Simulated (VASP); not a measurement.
# Tl (P6/mmm) in VASP: notebook

Tl is run at these levels: r2SCAN; tasks: single point.

Program: VASP 6.6.1. These are calculated values, not measurements. Logs are shortened: lines on timing, memory, paths and dates and some standing lists are left out, and cuts for length are marked.

### 1 The cell of the first run

The structure is hexagonal, space group P6/mmm (No. 191). The conventional cell has a = 5.616 Å, b = 5.616 Å, c = 3.457 Å, α = 90.00°, β = 90.00°, γ = 120.00°. Tl (site symmetry 6/mmm) has 14 Tl at 3.46 to 3.67 Å within 4.5 Å. Within 4.3 Å of Tl (site symmetry -6m2) lie 11 Tl at 3.24 to 3.67 Å.

This isn't the form of Tl at room conditions, which is hcp.

### 2 Single point, r2SCAN (31.47 Å³/atom)

Contents of POSCAR:

```
Tl
1.0
    5.6156286181      0.0000000000      0.0000000000
   -2.8078143091      4.8632770415      0.0000000000
    0.0000000000      0.0000000000      3.4569210757
Tl
3
Direct
    0.0000000000      0.0000000000      0.0000000000
    0.3333333333      0.6666666667      0.5000000000
    0.6666666667      0.3333333333      0.5000000000
```

Contents of INCAR.step1:

```
SYSTEM = Tl
ALGO = Normal
EDIFF = 1E-4
ENCUT = 520
GGA = PE
ISMEAR = -1
LASPH = .True.
LCHARG = .False.
LREAL = .False.
LWAVE = .True.
NBANDS = 26
NELM = 100
PREC = Accurate
SIGMA = 0.1
```

Contents of INCAR.step2:

```
SYSTEM = Tl
ALGO = Normal
EDIFF = 1E-6
ENCUT = 520
ISIF = 2
ISMEAR = -1
ISTART = 1
LASPH = .True.
LCHARG = .False.
LMIXTAU = .True.
LREAL = .False.
LWAVE = .False.
METAGGA = R2SCAN
NBANDS = 26
NELM = 100
PREC = Accurate
SIGMA = 0.1
```

Contents of KPOINTS:

```
k-points
0
Gamma
  8 8 10
  0 0 0
```

Potentials or basis: VASP PAW PBE potentials, release 64 (Tl_d).

On the command line:

```
> cat potpaw_PBE.64/Tl_d/POTCAR > POTCAR
> cp INCAR.step1 INCAR
> mpirun -np 1 vasp_std > vasp.out
> cp INCAR.step2 INCAR
> mpirun -np 1 vasp_std > vasp.out
```

OUTCAR:

```text
SYSTEM = Tl
   EDIFF = 1E-6
   ENCUT = 520
   ISIF = 2
   ISMEAR = -1
   ISTART = 1
   LASPH = .True.
   LREAL = .False.
   METAGGA = R2SCAN
   NELM = 100
   PREC = Accurate

 ion  position               nearest neighbor table
   1  0.000  0.000  0.000-   2 3.67   3 3.67   2 3.67   3 3.67   3 3.67   3 3.67   2 3.67   2 3.67
                             3 3.67   3 3.67   2 3.67   2 3.67
   2  0.333  0.667  0.500-   3 3.24   3 3.24   3 3.24   1 3.67   1 3.67   1 3.67   1 3.67   1 3.67
                             1 3.67
   3  0.667  0.333  0.500-   2 3.24   2 3.24   2 3.24   1 3.67   1 3.67   1 3.67   1 3.67   1 3.67
                             1 3.67

  LATTYP: Found a hexagonal cell.
 ALAT       =     5.6156286181
 C/A-ratio  =     0.6155893331

  Lattice vectors:

 A1 = (   5.6156286181,   0.0000000000,   0.0000000000)
 A2 = (  -2.8078143091,   4.8632770415,   0.0000000000)
 A3 = (   0.0000000000,   0.0000000000,   3.4569210757)

Analysis of symmetry for initial positions (statically):
=====================================================================
 Subroutine PRICEL returns:
 Original cell was already a primitive cell.

 Routine SETGRP: Setting up the symmetry group for a
 hexagonal supercell.

 Subroutine GETGRP returns: Found 24 space group operations
 (whereof 24 operations were pure point group operations)
 out of a pool of 24 trial point group operations.

The static configuration has the point symmetry D_6h.

Analysis of symmetry for dynamics (positions and initial velocities):
=====================================================================
 Subroutine PRICEL returns:
 Original cell was already a primitive cell.

 Routine SETGRP: Setting up the symmetry group for a
 hexagonal supercell.

 Subroutine GETGRP returns: Found 24 space group operations
 (whereof 24 operations were pure point group operations)
 out of a pool of 24 trial point group operations.

The dynamic configuration has the point symmetry D_6h.

 Subroutine INISYM returns: Found 24 space group operations
 (whereof 24 operations are pure point group operations),
 and found     1 'primitive' translations

----------------------------------------------------------------------------------------

                                     Primitive cell

  volume of cell :      94.4098

  direct lattice vectors                    reciprocal lattice vectors
     5.615628618  0.000000000  0.000000000     0.178074454  0.102811334  0.000000000
    -2.807814309  4.863277041  0.000000000     0.000000000  0.205622668  0.000000000
     0.000000000  0.000000000  3.456921076     0.000000000  0.000000000  0.289274756

  length of vectors
     5.615628618  5.615628618  3.456921076     0.205622668  0.205622668  0.289274756

  position of ions in fractional coordinates (direct lattice)
     0.000000000  0.000000000  0.000000000
     0.333333333  0.666666667  0.500000000
     0.666666667  0.333333333  0.500000000

  ion indices of the primitive-cell ions
   primitive index   ion index
                 1           1
                 2           2
                 3           3

----------------------------------------------------------------------------------------

 KPOINTS: k-points

Automatic generation of k-mesh.
 Grid dimensions read from file:
 generate k-points for:    8    8   10

 Generating k-lattice:

  Cartesian coordinates                     Fractional coordinates (reciprocal lattice)
     0.022259307  0.012851417  0.000000000     0.125000000  0.000000000  0.000000000
     0.000000000  0.025702833  0.000000000     0.000000000  0.125000000  0.000000000
     0.000000000  0.000000000  0.028927476     0.000000000  0.000000000  0.100000000

  Length of vectors
     0.025702833  0.025702833  0.028927476

  Shift w.r.t. Gamma in fractional coordinates (k-lattice)
     0.000000000  0.000000000  0.000000000

 Subroutine IBZKPT returns following result:
 ===========================================

 Found     60 irreducible k-points:

 Following reciprocal coordinates:
            Coordinates               Weight
  0.000000  0.000000  0.000000      1.000000
  0.125000  0.000000  0.000000      6.000000
  0.250000  0.000000  0.000000      6.000000
  0.375000  0.000000  0.000000      6.000000
  0.500000  0.000000  0.000000      3.000000
  0.125000  0.125000  0.000000      6.000000
[... 16 lines left out ...]
  0.250000  0.000000  0.200000     12.000000
  0.375000  0.000000  0.200000     12.000000
 [... further k-points ...]
   k-points           NKPTS =     60   k-points in BZ     NKDIM =     60   number of bands    NBANDS=     26
   number of dos      NEDOS =    301   number of ions     NIONS =      3
   total plane-waves  NPLWV =  49392
   dimension x,y,z NGX =    42 NGY =   42 NGZ =   28
   dimension x,y,z NGXF=    84 NGYF=   84 NGZF=   56
   ions per type =               3
   NGX,Y,Z   is equivalent  to a cutoff of  12.43, 12.43, 13.47 a.u.
   NGXF,Y,Z  is equivalent  to a cutoff of  24.87, 24.87, 26.93 a.u.
 SYSTEM =  Tl
   PREC   = accura    normal or accurate (medium, high low for compatibility)
   ISTART =      1    job   : 0-new  1-cont  2-samecut
   ICHARG =      0    charge: 1-file 2-atom 10-const
   ISPIN  =      1    spin polarized calculation?
   LNONCOLLINEAR =      F non collinear calculations
   LSORBIT =      F    spin-orbit coupling
   LASPH  =      T    aspherical Exc in radial PAW
   ENCUT  =  520.0 eV  38.22 Ry    6.18 a.u.  10.44 10.44  6.43*2*pi/ulx,y,z
   NELM   =    100;   NELMIN=  2; NELMDL=  0     # of ELM steps
   EDIFF  = 0.1E-05   stopping-criterion for ELM
   LREAL  =      F    real-space projection
[... 7 lines left out ...]
   TEBEG  =    0.0;   TEEND  =   0.0 temperature during run
   PSTRESS=    0.0 pullay stress
   NELECT =      39.0000    total number of electrons
   NUPDOWN=      -1.0000    fix difference up-down
   EMIN   =  10.00;   EMAX   =-10.00  energy-range for DOS
   EFERMI =   0.00;   METHOD = LEGACY
   ISMEAR =    -1;   SIGMA  =   0.10  broadening in eV -4-tet -1-fermi 0-gaus
   EFERMI_NEDOS =   21; number of points for ismear=-14 and -15
   IALGO  =     38    algorithm
   IMIX   =      4    mixing-type and parameters
     AMIX     =   0.40;   BMIX     =  1.00
     AMIX_MAG =   1.60;   BMIX_MAG =  1.00
  volume/ion in A,a.u.               =      31.47       212.37
  Fermi-wavevector in a.u.,A,eV,Ry     =   1.219244  2.304038 20.225833  1.486557
  Thomas-Fermi vector in A             =   2.354503
   LORBIT       =      0    0 simple, 1 ext, 2 COOP (PROOUT), +10 PAW based schemes
   METAGGA = R2SCAN    functional components
   LHFCALC =     F    Hartree Fock is set to
   AEXX    =    0.0000 exact exchange contribution
   IVDW    =     0    specifies the selected vdW correction
   LEPSILON=     F    determine dielectric tensor
   LRPA    =     F    only Hartree local field effects (RPA)
 non-spin polarized calculation
  energy-cutoff  :      520.00
  volume of cell :       94.41
 maximum number of plane-waves:      2581
 NGX is ok and might be reduce to    42
   NGX = 21   NGY = 21   NGZ = 13

 number of electron      38.9999993 magnetization

 Free energy of the ion-electron system (eV)
  ---------------------------------------------------
  ext. energy  EPLUGINS =         0.00000000
  ---------------------------------------------------
  free energy    TOTEN  =      -159.48662810 eV

  energy without entropy =     -159.42829339  energy(sigma->0) =     -159.45746074

 E-fermi :   5.6517     XC(G=0): -10.2904

 val. band max:        5.6448397234   @ k =   0.2500   0.0000   0.1000
 cond. band min:       5.6546199834   @ k =   0.2500   0.2500   0.1000
 fundamental gap:      0.0097802600
 Fermi energy:         5.6516736269

 k-point     1 :       0.0000    0.0000    0.0000
  band No.  band energies     occupation
      1      -6.8194      2.00000
      2      -6.5138      2.00000
      3      -6.5011      2.00000
      4      -6.5011      2.00000
      5      -6.4856      2.00000
      6      -6.3480      2.00000
[... 18 lines left out ...]
     25      15.6623      0.00000
     26      15.6704      0.00000

 k-point     2 :       0.1250    0.0000    0.0000
  band No.  band energies     occupation
      1      -6.8094      2.00000
      2      -6.5658      2.00000
      3      -6.5372      2.00000
      4      -6.5003      2.00000
      5      -6.4773      2.00000
      6      -6.3696      2.00000
[... 18 lines left out ...]
     25      14.7459      0.00000
     26      15.3086      0.00000

 k-point     3 :       0.2500    0.0000    0.0000
  band No.  band energies     occupation
      1      -6.7838      2.00000
      2      -6.6432      2.00000
      3      -6.5971      2.00000
      4      -6.5361      2.00000
      5      -6.4782      2.00000
      6      -6.4013      2.00000
[... 18 lines left out ...]
     25      14.1281      0.00000
     26      14.4110      0.00000

 k-point     4 :       0.3750    0.0000    0.0000
  band No.  band energies     occupation
      1      -6.7585      2.00000
      2      -6.7065      2.00000
      3      -6.6396      2.00000
      4      -6.5697      2.00000
      5      -6.4845      2.00000
      6      -6.4236      2.00000
[... 18 lines left out ...]
     25      12.4875      0.00000
     26      13.3452      0.00000

 k-point     5 :       0.5000    0.0000    0.0000
  band No.  band energies     occupation
      1      -6.7582      2.00000
      2      -6.7182      2.00000
      3      -6.6543      2.00000
      4      -6.5846      2.00000
      5      -6.4875      2.00000
      6      -6.4314      2.00000
[... 18 lines left out ...]
     25      12.3039      0.00000
     26      12.3434      0.00000

 k-point     6 :       0.1250    0.1250    0.0000
  band No.  band energies     occupation
      1      -6.7916      2.00000
      2      -6.6088      2.00000
      3      -6.6049      2.00000
      4      -6.4976      2.00000
      5      -6.4917      2.00000
      6      -6.3854      2.00000
[... 427 lines left out ...]
 k-point    21 :       0.0000    0.0000    0.2000
  band No.  band energies     occupation
      1      -6.6746      2.00000
      2      -6.5150      2.00000
      3      -6.5150      2.00000
      4      -6.4901      2.00000
      5      -6.4901      2.00000
      6      -6.4289      2.00000
[... 18 lines left out ...]
     25      11.9485      0.00000
     26      14.1148      0.00000

 k-point    22 :       0.1250    0.0000    0.2000
  band No.  band energies     occupation
      1      -6.6754      2.00000
      2      -6.5533      2.00000
      3      -6.5501      2.00000
      4      -6.5039      2.00000
      5      -6.4939      2.00000
      6      -6.3851      2.00000
[... 18 lines left out ...]
     25      11.6525      0.00000
     26      13.8000      0.00000

 k-point    23 :       0.2500    0.0000    0.2000
  band No.  band energies     occupation
      1      -6.6846      2.00000
      2      -6.6125      2.00000
      3      -6.5917      2.00000
      4      -6.5003      2.00000
      5      -6.4748      2.00000
      6      -6.3655      2.00000
[... 18 lines left out ...]
     25      11.1902      0.00000
     26      13.2134      0.00000

 k-point    24 :       0.3750    0.0000    0.2000
  band No.  band energies     occupation
      1      -6.7028      2.00000
      2      -6.6514      2.00000
      3      -6.6060      2.00000
      4      -6.4911      2.00000
      5      -6.4628      2.00000
      6      -6.3769      2.00000
[... 18 lines left out ...]
     25      11.4144      0.00000
     26      11.8187      0.00000

 [... further k-points ...]

------------------------ aborting loop because EDIFF is reached ----------------------------------------

  FORCE on cell =-STRESS in cart. coord.  units (eV):
  Direction    XX          YY          ZZ          XY          YZ          ZX
  --------------------------------------------------------------------------------------
  -------------------------------------------------------------------------------------
  Total       -0.3365855     -0.3365855     -0.8562537      0.0000000     -0.0000000     -0.0000000
  in kB       -5.7120130     -5.7120130    -14.5310229      0.0000000     -0.0000000     -0.0000000
  external PRESSURE =      -8.6516830 kB  Pullay stress =       0.0000000 kB

 VOLUME and BASIS-vectors are now :
 -----------------------------------------------------------------------------
  energy-cutoff  :      520.00
  volume of cell :       94.41
      direct lattice vectors                 reciprocal lattice vectors
     5.615628618  0.000000000  0.000000000     0.178074454  0.102811334  0.000000000
    -2.807814309  4.863277041  0.000000000     0.000000000  0.205622668  0.000000000
     0.000000000  0.000000000  3.456921076     0.000000000  0.000000000  0.289274756

 POSITION                                       TOTAL-FORCE (eV/Angst)
 -----------------------------------------------------------------------------------
      0.00000      0.00000      0.00000        -0.000000      0.000000      0.000000
     -0.00000      3.24218      1.72846         0.000000      0.000000     -0.000000
      2.80781      1.62109      1.72846        -0.000000     -0.000000      0.000000
 -----------------------------------------------------------------------------------
    total drift:                                0.000000      0.000000     -0.000000

  FREE ENERGIE OF THE ION-ELECTRON SYSTEM (eV)
  ---------------------------------------------------
  free  energy   TOTEN  =      -159.4866280967 eV

  energy  without entropy=     -159.4282933918  energy(sigma->0) =     -159.45746074
```

Run time: 4.9 min. Hardware: 1 thread of Intel Xeon Platinum 8488C (Sapphire Rapids), shared host; peak memory 0.29 GiB.

Results:

- Free energy: -159.4866 eV
- Pressure: -0.9 GPa
- Band gap on the k mesh: zero (an odd number of electrons rules out a gap without spin polarisation)

Stress tensor (GPa, compression positive):
```
-0.57  0.00  0.00
 0.00 -0.57  0.00
 0.00  0.00 -1.45
```

Caveat: the PAW data sets were made with another functional, which shifts forces and pressure a little; spin-orbit coupling is left out, which moves the levels of the heavy elements.

### 3 Single point, r2SCAN (32.68 Å³/atom)

This run uses another cell than the first one, of 32.68 Å³/atom.

Contents of POSCAR:

```
Tl
1.0
    5.6867200717      0.0000000000      0.0000000000
   -2.8433600358      4.9248440463      0.0000000000
    0.0000000000      0.0000000000      3.5006842161
Tl
3
Direct
    0.0000000000      0.0000000000      0.0000000000
    0.3333333333      0.6666666667      0.5000000000
    0.6666666667      0.3333333333      0.5000000000
```

Contents of INCAR.step1:

```
ALGO = Normal ; EDIFF = 1E-4
ENCUT = 520 ; GGA = PE
ISMEAR = -1 ; LASPH = T
LCHARG = F ; LREAL = F
LWAVE = T ; NBANDS = 26
NELM = 60 ; PREC = Accurate
SIGMA = 0.1
```

Contents of INCAR.step2:

```
ALGO = Normal ; EDIFF = 1E-6
ENCUT = 520 ; ISIF = 2
ISMEAR = -1 ; ISTART = 1
LASPH = T ; LCHARG = F
LMIXTAU = T ; LREAL = F
LWAVE = F ; METAGGA = R2SCAN
NBANDS = 26 ; NELM = 60
PREC = Accurate ; SIGMA = 0.1
```

Contents of KPOINTS:

```
k-points
0
Gamma
  8 8 10
```

Potentials or basis: VASP PAW PBE potentials, release 64 (Tl_d).

On the command line:

```
> cat potpaw_PBE.64/Tl_d/POTCAR > POTCAR
> cp INCAR.step1 INCAR
> mpirun -np 1 vasp_std > vasp.out
> cp INCAR.step2 INCAR
> mpirun -np 1 vasp_std > vasp.out
```

It took 4.2 min on 1 thread of Intel Xeon Platinum 8488C (Sapphire Rapids), shared host; peak memory 0.29 GiB.

It converged, with:

```
Free energy            : -159.4582 eV
Pressure               : -1.8 GPa
Band gap on the k mesh : zero (an odd number of electrons rules out a gap without spin polarisation)
```

Stress tensor (GPa, compression positive):
```
-1.51  0.00  0.00
 0.00 -1.51  0.00
 0.00  0.00 -2.28
```

Levels at points of the mesh, in eV from the Fermi level:
```csv
k point,band 16,band 17,band 18,band 19,band 20,band 21,band 22,band 23
"(0.00, 0.00, 0.00)",-9.69,-4.92,-4.55,-0.35,-0.35,-0.15,-0.15,4.46
"(0.50, 0.00, 0.00)",-7.96,-7.88,-5.41,-2.36,2.64,2.76,4.92,5.15
"(0.00, 0.00, 0.50)",-6.91,-5.64,-2.60,-0.14,0.74,1.39,1.39,1.52
"(0.50, 0.00, 0.50)",-5.71,-4.96,-4.89,-1.95,-0.82,0.25,0.53,2.35
```

Caveat: the PAW data sets were made with another functional, which shifts forces and pressure a little; spin-orbit coupling is left out, which moves the levels of the heavy elements.

(Part 1 of 2 ends here.)

The gap in the log of VASP goes by the Fermi energy; the results here count the filled bands.